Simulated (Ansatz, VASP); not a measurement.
**Two plane-wave programs on In3SbAs2**

```
In Sb As
1.0
     4.48101    0.00000    0.00000
    -2.24050    3.88066    0.00000
     0.00000    0.00000   10.99113
In Sb As
3 1 2
Direct
  0.00000 0.00000 0.98771
  0.33333 0.66667 0.66642
  0.66667 0.33333 0.34672
  0.00000 0.00000 0.24846
  0.33333 0.66667 0.91080
  0.66667 0.33333 0.58989
```

Alike in both runs: functional PBE; k mesh 12 × 12 × 4; occupations gaussian, width 0.1 eV; no spin polarisation.

Ansatz relaxed the structure, and its values are those at the end. VASP's run is a single point on that final structure, the one shown.

|  | VASP | Ansatz |
| --- | --- | --- |
| version | VASP 6.6.1 | Ansatz 0.2.0 |
| potentials or method | VASP PAW PBE potentials, release 64 (In_d, Sb, As), cutoff 520 eV | scalar-relativistic, plane waves, PAW |
| valence electrons in the cell | 54 | 84 |

```tsv
	VASP	Ansatz	Ansatz less VASP
gap on the k mesh at the Fermi level (eV)	none	none	-
pressure (GPa)	0.0	0.0	-0.01
rms of the force components (eV/Å)	0.004	0.002	-0.0018
```

A gap of «none» marks a metal or a gap that the smearing closes. VASP's potentials hold 54 valence electrons a cell and Ansatz's 84, so a difference there can come from the potentials and not from the codes.

Spin-orbit coupling is off throughout.
